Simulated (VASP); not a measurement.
A run of VASP 6.6.1:

File POSCAR:

```
Ti
1.0
   -1.6410000000      1.6410000000      1.6410000000
    1.6410000000     -1.6410000000      1.6410000000
    1.6410000000      1.6410000000     -1.6410000000
Ti
1
Direct
    0.0000000000      0.0000000000      0.0000000000
```

Contents of INCAR.step1:

```
SYSTEM = Ti
  PREC = Accurate
  ENCUT = 520
  ISMEAR = -1
  SIGMA = 0.1
  LREAL = .False.
  LASPH = .True.
  NELM = 80
  NBANDS = 12
  GGA = PE
  ALGO = Normal
  EDIFF = 1E-4
  LWAVE = .True.
  LCHARG = .False.
```

Contents of INCAR.step2:

```
SYSTEM = Ti
  PREC = Accurate
  ENCUT = 520
  EDIFF = 1E-6
  ISMEAR = -1
  SIGMA = 0.1
  LREAL = .False.
  LASPH = .True.
  NELM = 80
  ALGO = Normal
  ISIF = 2
  LWAVE = .False.
  LCHARG = .False.
  METAGGA = R2SCAN
  LMIXTAU = .True.
  NBANDS = 12
  ISTART = 1
```

The input KPOINTS:

```
regular mesh
0
Gamma
  15 15 15
  0 0 0
```

Potentials or basis: VASP PAW PBE potentials, release 64 (Ti_sv).

The run is started by

```console
$ cat potpaw_PBE.64/Ti_sv/POTCAR > POTCAR
$ cp INCAR.step1 INCAR
$ mpirun -np 1 vasp_std > vasp.out
$ cp INCAR.step2 INCAR
$ mpirun -np 1 vasp_std > vasp.out
```

Hardware: 1 thread of Intel(R) Xeon(R) Platinum 8488C (Sapphire Rapids), with other jobs on the host.

Task: How long does it take, and how much memory?

Result: It took 77 s on 1 thread of Intel(R) Xeon(R) Platinum 8488C (Sapphire Rapids), on a shared host, peak memory 0.15 GiB. Counts: k points 120.
